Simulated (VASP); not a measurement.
A run of VASP 6.6.1 is set up as follows.

The input INCAR:

```
SYSTEM = GaN
ALGO = Normal
EDIFF = 1E-6
ENCUT = 600
GGA = PS
GGA_COMPAT = .FALSE.
ISIF = 2
ISMEAR = 0
LASPH = .TRUE.
LCHARG = .FALSE.
LREAL = .FALSE.
LWAVE = .FALSE.
NBANDS = 16
NELM = 120
PREC = Accurate
SIGMA = 0.01
```

File KPOINTS:

```
k-points
0
G
  8 8 8
  0 0 0
```

The input POSCAR:

```
GaN
1.0
    0.0000000000      2.1063769354      2.1063769354
    2.1063769354      0.0000000000      2.1063769354
    2.1063769354      2.1063769354      0.0000000000
Ga N
1 1
Direct
    0.0000000000      0.0000000000      0.0000000000
    0.5000000000      0.5000000000      0.5000000000
```

Potentials or basis: VASP PAW PBE potentials, release 64 (Ga_d, N).

The run is started by

```bash
$ cat potpaw_PBE.64/Ga_d/POTCAR potpaw_PBE.64/N/POTCAR > POTCAR
$ mpirun -np 1 vasp_std > vasp.out
```

Problem. What does it give for the pressure?

Solution. 1.3 GPa.

Problem. What does it give for the band gap on the k mesh?

Solution. 0.59 eV, indirect (least direct gap 2.88 eV).

Caveat: the PAW data sets were made with another functional, which shifts forces and pressure a little. PBEsol gaps usually lie below the measured ones, often by a third to a half.
